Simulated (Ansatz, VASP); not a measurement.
Two plane-wave programs on HfN

The input INCAR:

```
PREC = Accurate ; ENCUT = 520
EDIFF = 1E-6 ; ISMEAR = 0
SIGMA = 0.05 ; LREAL = F
LASPH = T ; NELM = 80
ALGO = Normal ; ISIF = 2
LWAVE = F ; LCHARG = T
GGA = CA ; LELF = T
LVHAR = T ; NBANDS = 14
```

Contents of KPOINTS:

```
regular mesh
0
Gamma
  10 10 10
```

File POSCAR:

```
HfN
1.0
    0.0000000000      2.2339084654      2.2339084654
    2.2339084654      0.0000000000      2.2339084654
    2.2339084654      2.2339084654      0.0000000000
Hf N
1 1
Direct
    0.5000000000      0.5000000000      0.5000000000
    0.0000000000      0.0000000000      0.0000000000
```

Input for Ansatz:

```yaml
crystal:
  lattice:
    - [0.0, 2.2339084654, 2.2339084654]
    - [2.2339084654, 0.0, 2.2339084654]
    - [2.2339084654, 2.2339084654, 0.0]
  atoms:
    - { symbol: Hf, position: [0.5, 0.5, 0.5] }
    - { symbol: "N", position: [0.0, 0.0, 0.0] }
basis:
  ecutwfc: 420
  ecutrho_ratio: 4
kpoints:
  mp_grid: { grid: [10, 10, 10] }
hamiltonian:
  xc: lda
scf:
  occupations: { method: gaussian, width: 0.05 }
output:
  forces: true
  stress: true
  eigenvalues: true
```

Alike in both runs: task single point; functional LDA; k mesh 10 × 10 × 10; occupations gaussian, width 0.05 eV; no spin polarisation.

|  | VASP | Ansatz |
| --- | --- | --- |
| version | VASP 6.6.1 | Ansatz 0.2.0 |
| potentials or method | VASP PAW LDA potentials, release 64 (Hf_pv, N), cutoff 520 eV | scalar-relativistic, plane waves, PAW |
| valence electrons in the cell | 15 | 31 |

VASP gave:

```
gap on the k mesh at the Fermi level (eV) : none
pressure (GPa)                            : -1.2
```

Task: Which values does Ansatz return?

Result: gap on the k mesh at the Fermi level (eV): none; pressure (GPa): 0.0.

LDA's correlation is that of Perdew and Zunger in VASP and of Perdew and Wang (1992) in Ansatz. A gap of «none» marks a metal or a gap that the smearing closes. VASP's potentials hold 15 valence electrons a cell and Ansatz's 31, so a difference there can come from the potentials and not from the codes.

Spin-orbit coupling is off throughout.
